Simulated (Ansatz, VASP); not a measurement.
**One calculation of ZnSe, two programs**

```
CELL_PARAMETERS angstrom
0.00000 2.87534 2.87534
2.87534 0.00000 2.87534
2.87534 2.87534 0.00000
ATOMIC_POSITIONS crystal
Zn 0.00000 0.00000 0.00000
Se 0.75000 0.75000 0.75000
```

Alike in both runs: task single point; functional PBEsol; k mesh 8 × 8 × 8; occupations gaussian, width 0.02 eV; no spin polarisation.

|  | VASP | Ansatz |
| --- | --- | --- |
| version | VASP 6.6.1 | Ansatz 0.2.0 |
| potentials or method | VASP PAW PBE potentials, release 64 (Zn, Se), cutoff 500 eV | scalar-relativistic, plane waves, PAW |
| valence electrons in the cell | 18 | 28 |

Ansatz gave:

| Item | Value |
| --- | --- |
| gap on the k mesh at the Fermi level (eV) | 1.00 |
| least direct gap on the mesh (eV) | 1.00 |
| pressure (GPa) | -3.5 |

Which values does VASP return?

gap on the k mesh at the Fermi level (eV): 1.00; least direct gap on the mesh (eV): 1.00; pressure (GPa): -3.3.

VASP's potentials were made for PBE, not for PBEsol. The functional is the same, so the differences come from potentials, cutoffs and numerics. VASP's potentials hold 18 valence electrons a cell and Ansatz's 28, so a difference there can come from the potentials and not from the codes.
